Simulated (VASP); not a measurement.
**HfO2: single point with PBE**

Crystal: HfO2.

```xyz
6
Lattice="4.8567 0.0000 0.0000 -2.4284 4.2061 0.0000 0.0000 0.0000 3.8972" Properties=species:S:1:pos:R:3 pbc="T T T"
Hf    0.0000    2.8040    1.9486
Hf    2.4284    1.4020    1.9486
O     2.2366    0.0000    0.0000
O    -1.1183    1.9369    0.0000
O     1.3101    2.2691    0.0000
O     0.0000    0.0000    0.0000
```

The cell was built from a structure type or drawn by symmetry, and may not be a known phase.

```yaml
Program: VASP 6.6.1
Task: single point
Functional: PBE
Potentials_or_basis: VASP PAW PBE potentials, release 64 (Hf_pv, O)
Cutoff: 520 eV
k_mesh: 6 × 6 × 4
Occupations: gaussian, width 0.1 eV
Spin: no spin polarisation
```

The pressure is -13.6 GPa. The largest force is 0.038 eV/Å and the band gap on the k mesh is zero (bands 22 and 23 overlap by 0.85 eV).

Forces on the atoms (eV/Å):
```
Hf   0.000  0.000  0.000
Hf   0.000  0.000  0.000
O    0.038  0.000  0.000
O   -0.019  0.033  0.000
O   -0.019 -0.033  0.000
O    0.000  0.000  0.000
```

Stress tensor (GPa, compression positive):
```
 19.62   0.00   0.00
  0.00  19.62   0.00
  0.00   0.00 -80.07
```

Levels at points of the mesh, in eV from the Fermi level:
```
           k point  band 18  band 19  band 20  band 21  band 22  band 23  band 24  band 25  band 26  band 27
(0.00, 0.00, 0.00)    -1.28    -0.70    -0.70    -0.65     0.48     0.48     1.35     1.35     1.99     1.99
(0.50, 0.00, 0.00)    -2.51    -1.77    -1.50    -0.81    -0.17    -0.11     0.10     0.72     1.82     4.24
(0.00, 0.00, 0.50)    -1.06    -1.06    -0.56    -0.35     0.67     0.67     0.70     0.70     2.72     2.72
(0.50, 0.00, 0.50)    -2.66    -2.29    -1.82    -0.07     0.23     0.26     0.29     0.50     2.83     2.85
```

Wall time 71 s on 1 thread of Intel(R) Xeon(R) Platinum 8488C (Sapphire Rapids) (shared host), peak memory 0.2 GiB.

Caveat: the k points lie up to 0.40 Å⁻¹ apart, too coarse for converged energies and pressures of a metal; spin-orbit coupling is left out, which moves the levels of the heavy elements.
